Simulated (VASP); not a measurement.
# N in VASP: notebook

N is run at these levels: PBE; tasks: single point.

Program: VASP 6.6.1. These are calculated values, not measurements. Logs are shortened: lines on timing, memory, paths and dates and some standing lists are left out, and cuts for length are marked.

### 1 The cell of the first run

The cell holds a disordered packing, 12 atoms: a = 7.677 Å, b = 7.677 Å, c = 7.677 Å, α = 90.00°, β = 90.00°, γ = 90.00°.

### 2 Single point, PBE

INCAR

```
SYSTEM = N
ALGO = Normal
EDIFF = 1E-6
ENCUT = 520
GGA = PE
ISIF = 2
ISMEAR = -1
LASPH = .True.
LCHARG = .False.
LREAL = .False.
LWAVE = .False.
NBANDS = 42
NELM = 100
PREC = Accurate
SIGMA = 0.05
```

KPOINTS

```
k-points
0
Gamma
  1 1 1
  0 0 0
```

POSCAR

```
N
1.0
    7.6766930000      0.0000000000      0.0000000000
    0.0000000000      7.6766930000      0.0000000000
    0.0000000000      0.0000000000      7.6766930000
N
12
Direct
    0.8410392340      0.6614957769      0.5863462301
    0.8303314982      0.6919515995      0.7268233861
    0.2048277820      0.4947052070      0.6721514069
    0.3389740869      0.5039018755      0.7238533572
    0.4886218584      0.8360370800      0.1191398432
    0.5141536857      0.9556719280      0.0423619910
    0.8663105324      0.1800514883      0.6061855020
    0.7244525735      0.1659308246      0.6206057739
    0.0998346554      0.8123289547      0.2994518603
    0.0004819784      0.9146256077      0.2864384443
    0.8396975104      0.4673496778      1.1010991321
    0.7885296442      0.4068809317      1.2219193864
```

Potentials or basis: VASP PAW PBE potentials, release 64 (N).

The run is started by

```console
$ cat potpaw_PBE.64/N/POTCAR > POTCAR
$ mpirun -np 1 vasp_gam > vasp.out
```

OUTCAR:

```text
SYSTEM = N
   EDIFF = 1E-6
   ENCUT = 520
   GGA = PE
   ISIF = 2
   ISMEAR = -1
   LASPH = .True.
   LREAL = .False.
   NELM = 100
   PREC = Accurate

 ion  position               nearest neighbor table
   1  0.841  0.661  0.586-   2 1.11
   2  0.830  0.692  0.727-   1 1.11
   3  0.205  0.495  0.672-   4 1.11
   4  0.339  0.504  0.724-   3 1.11
   5  0.489  0.836  0.119-   6 1.11
   6  0.514  0.956  0.042-   5 1.11
   7  0.866  0.180  0.606-   8 1.10
   8  0.724  0.166  0.621-   7 1.10
   9  0.100  0.812  0.299-  10 1.10
  10  0.000  0.915  0.286-   9 1.10
  11  0.840  0.467  0.101-  12 1.11
  12  0.789  0.407  0.222-  11 1.11

  LATTYP: Found a simple cubic cell.
 ALAT       =     7.6766930000

  Lattice vectors:

 A1 = (   7.6766930000,   0.0000000000,   0.0000000000)
 A2 = (   0.0000000000,   7.6766930000,   0.0000000000)
 A3 = (   0.0000000000,   0.0000000000,   7.6766930000)

Analysis of symmetry for initial positions (statically):
=====================================================================
 Subroutine PRICEL returns:
 Original cell was already a primitive cell.

 Routine SETGRP: Setting up the symmetry group for a
 simple cubic supercell.

 Subroutine GETGRP returns: Found  1 space group operations
 (whereof  1 operations were pure point group operations)
 out of a pool of 48 trial point group operations.

The static configuration has the point symmetry C_1 .

Analysis of symmetry for dynamics (positions and initial velocities):
=====================================================================
 Subroutine PRICEL returns:
 Original cell was already a primitive cell.

 Routine SETGRP: Setting up the symmetry group for a
 simple cubic supercell.

 Subroutine GETGRP returns: Found  1 space group operations
 (whereof  1 operations were pure point group operations)
 out of a pool of 48 trial point group operations.

The dynamic configuration has the point symmetry C_1 .

 Subroutine INISYM returns: Found  1 space group operations
 (whereof  1 operations are pure point group operations),
 and found     1 'primitive' translations

----------------------------------------------------------------------------------------

                                     Primitive cell

  volume of cell :     452.3999

  direct lattice vectors                    reciprocal lattice vectors
     7.676693000  0.000000000  0.000000000     0.130264425  0.000000000  0.000000000
     0.000000000  7.676693000  0.000000000     0.000000000  0.130264425  0.000000000
     0.000000000  0.000000000  7.676693000     0.000000000  0.000000000  0.130264425

  length of vectors
     7.676693000  7.676693000  7.676693000     0.130264425  0.130264425  0.130264425

  position of ions in fractional coordinates (direct lattice)
     0.841039234  0.661495777  0.586346230
     0.830331498  0.691951600  0.726823386
     0.204827782  0.494705207  0.672151407
     0.338974087  0.503901875  0.723853357
     0.488621858  0.836037080  0.119139843
     0.514153686  0.955671928  0.042361991
     0.866310532  0.180051488  0.606185502
     0.724452574  0.165930825  0.620605774
     0.099834655  0.812328955  0.299451860
     0.000481978  0.914625608  0.286438444
     0.839697510  0.467349678  0.101099132
     0.788529644  0.406880932  0.221919386

  ion indices of the primitive-cell ions
   primitive index   ion index
                 1           1
                 2           2
                 3           3
                 4           4
                 5           5
                 6           6
                 7           7
                 8           8
                 9           9
                10          10
                11          11
                12          12

----------------------------------------------------------------------------------------

 KPOINTS: k-points

Automatic generation of k-mesh.
 Grid dimensions read from file:
 generate k-points for:    1    1    1

 Generating k-lattice:

  Cartesian coordinates                     Fractional coordinates (reciprocal lattice)
     0.130264425  0.000000000  0.000000000     1.000000000  0.000000000  0.000000000
     0.000000000  0.130264425  0.000000000     0.000000000  1.000000000  0.000000000
     0.000000000  0.000000000  0.130264425     0.000000000  0.000000000  1.000000000

  Length of vectors
     0.130264425  0.130264425  0.130264425

  Shift w.r.t. Gamma in fractional coordinates (k-lattice)
     0.000000000  0.000000000  0.000000000

 Subroutine IBZKPT returns following result:
 ===========================================

 Found      1 irreducible k-points:

 Following reciprocal coordinates:
            Coordinates               Weight
  0.000000  0.000000  0.000000      1.000000
   k-points           NKPTS =      1   k-points in BZ     NKDIM =      1   number of bands    NBANDS=     42
   number of dos      NEDOS =    301   number of ions     NIONS =     12
   total plane-waves  NPLWV = 216000
   dimension x,y,z NGX =    60 NGY =   60 NGZ =   60
   dimension x,y,z NGXF=   120 NGYF=  120 NGZF=  120
   ions per type =              12
   NGX,Y,Z   is equivalent  to a cutoff of  12.99, 12.99, 12.99 a.u.
   NGXF,Y,Z  is equivalent  to a cutoff of  25.99, 25.99, 25.99 a.u.
 SYSTEM =  N
   PREC   = accura    normal or accurate (medium, high low for compatibility)
   ISTART =      0    job   : 0-new  1-cont  2-samecut
   ICHARG =      2    charge: 1-file 2-atom 10-const
   ISPIN  =      1    spin polarized calculation?
   LNONCOLLINEAR =      F non collinear calculations
   LSORBIT =      F    spin-orbit coupling
   LASPH  =      T    aspherical Exc in radial PAW
   ENCUT  =  520.0 eV  38.22 Ry    6.18 a.u.  14.27 14.27 14.27*2*pi/ulx,y,z
   NELM   =    100;   NELMIN=  2; NELMDL= -5     # of ELM steps
   EDIFF  = 0.1E-05   stopping-criterion for ELM
   LREAL  =      F    real-space projection
   EDIFFG = 0.1E-04   stopping-criterion for IOM
   NSW    =      0    number of steps for IOM
   IBRION =     -1    ionic relax: 0-MD 1-quasi-New 2-CG
   NFREE  =      0    steps in history (QN), initial steepest desc. (CG)
   ISIF   =      2    stress and relaxation
   ISYM   =      2    0-nonsym 1-usesym 2-fastsym
   POTIM  = 0.5000    time-step for ionic-motion
   TEBEG  =    0.0;   TEEND  =   0.0 temperature during run
   PSTRESS=    0.0 pullay stress
   NELECT =      60.0000    total number of electrons
   NUPDOWN=      -1.0000    fix difference up-down
   EMIN   =  10.00;   EMAX   =-10.00  energy-range for DOS
   EFERMI =   0.00;   METHOD = LEGACY
   ISMEAR =    -1;   SIGMA  =   0.05  broadening in eV -4-tet -1-fermi 0-gaus
   EFERMI_NEDOS =   21; number of points for ismear=-14 and -15
   IALGO  =     38    algorithm
   IMIX   =      4    mixing-type and parameters
     AMIX     =   0.40;   BMIX     =  1.00
     AMIX_MAG =   1.60;   BMIX_MAG =  1.00
  volume/ion in A,a.u.               =      37.70       254.41
  Fermi-wavevector in a.u.,A,eV,Ry     =   0.834868  1.577671  9.483320  0.697004
  Thomas-Fermi vector in A             =   1.948331
   LORBIT       =      0    0 simple, 1 ext, 2 COOP (PROOUT), +10 PAW based schemes
   GGA     = PE    functional components
   LHFCALC =     F    Hartree Fock is set to
   AEXX    =    0.0000 exact exchange contribution
   IVDW    =     0    specifies the selected vdW correction
   LEPSILON=     F    determine dielectric tensor
   LRPA    =     F    only Hartree local field effects (RPA)
 non-spin polarized calculation
  energy-cutoff  :      520.00
  volume of cell :      452.40
 maximum number of plane-waves:      6075
 NGX is ok and might be reduce to    60
   NGX = 29   NGY = 29   NGZ = 29

 number of electron      60.0000001 magnetization

 Free energy of the ion-electron system (eV)
  ---------------------------------------------------
  ext. energy  EPLUGINS =         0.00000000
  ---------------------------------------------------
  free energy    TOTEN  =       -99.89696753 eV

  energy without entropy =      -99.89696753  energy(sigma->0) =      -99.89696753

 E-fermi :  -6.6170     XC(G=0):  -4.6946

 val. band max:       -7.8444431117   @ k =   0.0000   0.0000   0.0000
 cond. band min:      -0.3415194127   @ k =   0.0000   0.0000   0.0000
 fundamental gap:      7.5029236990
 Fermi energy:        -6.6170068733

 k-point     1 :       0.0000    0.0000    0.0000
  band No.  band energies     occupation
      1     -26.3763      2.00000
      2     -26.2622      2.00000
      3     -26.2260      2.00000
      4     -26.1903      2.00000
      5     -26.1872      2.00000
      6     -26.1200      2.00000
[... 34 lines left out ...]
     41       0.3458      0.00000
     42       0.3857      0.00000

------------------------ aborting loop because EDIFF is reached ----------------------------------------

  FORCE on cell =-STRESS in cart. coord.  units (eV):
  Direction    XX          YY          ZZ          XY          YZ          ZX
  --------------------------------------------------------------------------------------
  -------------------------------------------------------------------------------------
  Total        4.6179818      1.9609646      1.9525975     -0.7514941     -0.6305707     -0.1451930
  in kB       16.3546132      6.9447691      6.9151370     -2.6614212     -2.2331704     -0.5142019
  external PRESSURE =      10.0715065 kB  Pullay stress =       0.0000000 kB

 VOLUME and BASIS-vectors are now :
 -----------------------------------------------------------------------------
  energy-cutoff  :      520.00
  volume of cell :      452.40
      direct lattice vectors                 reciprocal lattice vectors
     7.676693000  0.000000000  0.000000000     0.130264425  0.000000000  0.000000000
     0.000000000  7.676693000  0.000000000     0.000000000  0.130264425  0.000000000
     0.000000000  0.000000000  7.676693000     0.000000000  0.000000000  0.130264425

 POSITION                                       TOTAL-FORCE (eV/Angst)
 -----------------------------------------------------------------------------------
      6.45640      5.07810      4.50120        -0.023300     -0.222295     -0.913756
      6.37420      5.31190      5.57960        -0.124108      0.262334      0.964582
      1.57240      3.79770      5.15990        -0.961447     -0.108739     -0.396576
      2.60220      3.86830      5.55680         1.070076      0.077735      0.408586
      3.75100      6.41800      0.91460        -0.085946     -0.580898      0.355371
      3.94700      7.33640      0.32520         0.127989      0.583717     -0.370296
      6.65040      1.38220      4.65350         2.045179      0.191854     -0.179530
      5.56140      1.27380      4.76420        -2.066511     -0.201069      0.212467
      0.76640      6.23600      2.29880         1.538145     -1.553212      0.181483
      0.00370      7.02130      2.19890        -1.511985      1.590101     -0.254094
      6.44610      3.58770      0.77611         0.240229      0.237356     -0.495510
      6.05330      3.12350      1.70361        -0.248320     -0.276883      0.487272
 -----------------------------------------------------------------------------------
    total drift:                                0.001222     -0.000522     -0.000547

  FREE ENERGIE OF THE ION-ELECTRON SYSTEM (eV)
  ---------------------------------------------------
  free  energy   TOTEN  =       -99.8969675349 eV

  energy  without entropy=      -99.8969675348  energy(sigma->0) =      -99.89696753
```

Wall time 65 s (1 thread of Intel Xeon 8259CL, shared host); peak memory 0.43 GiB.

What came out:

| Item | Value |
| --- | --- |
| Free energy | -99.8970 eV |
| Pressure | 1.0 GPa |
| Largest force | 2.209 eV/Å |

Forces in eV/Å, atoms in the order of the input:
```
N   -0.023 -0.222 -0.914
N   -0.124  0.262  0.965
N   -0.961 -0.109 -0.397
N    1.070  0.078  0.409
N   -0.086 -0.581  0.355
N    0.128  0.584 -0.370
N    2.045  0.192 -0.180
N   -2.067 -0.201  0.212
N    1.538 -1.553  0.181
N   -1.512  1.590 -0.254
N    0.240  0.237 -0.496
N   -0.248 -0.277  0.487
```

Levels at points of the mesh, in eV from the Fermi level:
| k point | band 28 | band 29 | band 30 | band 31 | band 32 | band 33 |
| --- | --- | --- | --- | --- | --- | --- |
| (0.00, 0.00, 0.00) | -1.42 | -1.40 | -1.23 | 6.28 | 6.42 | 6.49 |

Caveat: the k points lie up to 0.82 Å⁻¹ apart; the standard files for N, O and F lose accuracy on very short bonds; the atoms stand as in a frame of molecular dynamics.

### 3 Single point, PBE

INCAR

```
SYSTEM = N
PREC = Accurate
ENCUT = 520
EDIFF = 1E-7
ISMEAR = -1
SIGMA = 0.05
LREAL = .FALSE.
LASPH = .TRUE.
NELM = 60
ALGO = Normal
ISIF = 2
LWAVE = .FALSE.
LCHARG = .FALSE.
GGA = PE
NBANDS = 42
```

KPOINTS

```
Automatic mesh
0
G
  1 1 1
  0 0 0
```

POSCAR

```
N
1.0
    7.6766930000      0.0000000000      0.0000000000
    0.0000000000      7.6766930000      0.0000000000
    0.0000000000      0.0000000000      7.6766930000
N
12
Direct
    0.8524894769      0.6093509275      0.6316131178
    0.8239355149      0.6689859813      0.7565106485
    0.2516578428      0.4895467358      0.7071274050
    0.3799292221      0.5417306645      0.6680741304
    0.5421996164      0.8230106375      0.1504423845
    0.5076274380      0.9064059224      0.0352756063
    0.7768318988      0.1875026134      0.5994247784
    0.7198281864      0.2587833068      0.7086905781
    0.1463260287      0.9022114080      0.2937071992
    0.0086365314      0.8765493162      0.2729039705
    0.7744871392      0.4733288149      1.1127838511
    0.7599756822      0.3500726159      1.1857710084
```

Potentials or basis: VASP PAW PBE potentials, release 64 (N).

The run is started by

```console
$ cat potpaw_PBE.64/N/POTCAR > POTCAR
$ mpirun -np 1 vasp_gam > vasp.out
```

Run time: 67 s. Hardware: 1 thread of Intel Xeon 8259CL, shared host; peak memory 0.47 GiB.

Results (log left out):

```yaml
Free_energy: -99.7396 eV
Pressure: 1.8 GPa
Largest_force: 4.732 eV/Å
```

Forces in eV/Å, atoms in the order of the input:
```
N    0.981 -1.884 -4.202
N   -0.945  2.124  4.122
N   -1.173 -0.500  0.374
N    1.191  0.494 -0.371
N   -0.349  0.864 -1.173
N    0.381 -0.840  1.159
N    1.318 -1.713 -2.498
N   -1.357  1.499  2.513
N    4.223  0.807  0.672
N   -4.278 -0.792 -0.651
N    0.146  1.011 -0.569
N   -0.137 -1.068  0.623
```

Stress tensor (GPa, compression positive):
```
 2.28  0.19 -0.77
 0.19  1.06  1.18
-0.77  1.18  1.96
```

Levels at points of the mesh, in eV from the Fermi level:
```tsv
k point	band 27	band 28	band 29	band 30	band 31	band 32	band 33	band 34
(0.00, 0.00, 0.00)	-1.56	-1.43	-1.37	-1.28	6.29	6.32	6.41	6.44
```

Caveat: the k points lie up to 0.82 Å⁻¹ apart; the standard files for N, O and F lose accuracy on very short bonds; the atoms stand as in a frame of molecular dynamics.

### 4 Single point, PBE

INCAR

```
  ALGO = Normal
  EDIFF = 1E-6
  ENCUT = 520
  GGA = PE
  ISIF = 2
  ISMEAR = -1
  LASPH = True
  LCHARG = False
  LREAL = False
  LWAVE = False
  NBANDS = 42
  NELM = 60
  PREC = Accurate
  SIGMA = 0.05
```

KPOINTS

```
k-points
0
Gamma
  1 1 1
```

POSCAR

```
N
1.0
    7.6766930000      0.0000000000      0.0000000000
    0.0000000000      7.6766930000      0.0000000000
    0.0000000000      0.0000000000      7.6766930000
N
12
Direct
    0.8484903591      0.5591991239      0.5923253672
    0.8526848736      0.6086344732      0.7248563932
    0.2397777272      0.5125384068      0.7670490405
    0.3504894621      0.5468109771      0.6859854888
    0.5289777773      0.8169793946      0.2253053496
    0.5293164648      0.8320900679      0.0817800061
    0.7363457155      0.1644327838      0.6084781559
    0.7031413136      0.1204685403      0.7376483598
    0.1053448405      0.9850465559      0.3356132647
    0.0094311444      0.9426194326      0.2344629387
    0.7584125091      0.4393949322      1.1602391811
    0.7708136824      0.3000380502      1.1321150917
```

The run is started by

```console
$ cat potpaw_PBE.64/N/POTCAR > POTCAR
$ mpirun -np 1 vasp_gam > vasp.out
```

Wall time 66 s (1 thread of Intel Xeon 8259CL, shared host); peak memory 0.45 GiB.

It converged, with:

```
Free energy   : -99.6853 eV
Pressure      : 2.3 GPa
Largest force : 6.085 eV/Å
```

Forces in eV/Å, atoms in the order of the input:
```
N   -0.139 -1.506 -4.209
N    0.060  1.607  4.187
N   -3.518 -1.139  2.663
N    3.630  1.112 -2.637
N    0.006 -0.058  0.806
N   -0.016  0.076 -0.806
N    1.432  1.845 -5.608
N   -1.463 -1.922  5.585
N   -0.524 -0.224 -0.537
N    0.530  0.205  0.546
N   -0.251  2.790  0.555
N    0.252 -2.787 -0.544
```

Stress tensor (GPa, compression positive):
```
 1.10  0.33 -1.39
 0.33  1.58 -0.23
-1.39 -0.23  4.15
```

Levels at points of the mesh, in eV from the Fermi level:
```csv
k point,band 27,band 28,band 29,band 30,band 31,band 32,band 33,band 34
"(0.00, 0.00, 0.00)",-1.43,-1.31,-1.28,-1.23,6.45,6.46,6.60,6.65
```

Caveat: the k points lie up to 0.82 Å⁻¹ apart; the standard files for N, O and F lose accuracy on very short bonds; the atoms stand as in a frame of molecular dynamics.

### 5 Summary

| cell | pressure (GPa) | largest force (eV/Å) |
| --- | --- | --- |
| as given, atomic positions A | 1.0 | 2.21 |
| as given, atomic positions B | 1.8 | 4.73 |
| as given, atomic positions C | 2.3 | 6.09 |

Alike in all rows: task single point; level PBE; potentials or basis VASP PAW PBE potentials, release 64 (N); no spin polarisation; k mesh 1 × 1 × 1; cutoff (eV) 520; smearing fermi-dirac 0.05 eV.

Caveats: all runs use coarse meshes; the standard files for N, O and F lose accuracy on very short bonds; the atoms stand as in a frame of molecular dynamics.

Absolute energies hang on the potentials; compare differences alone.
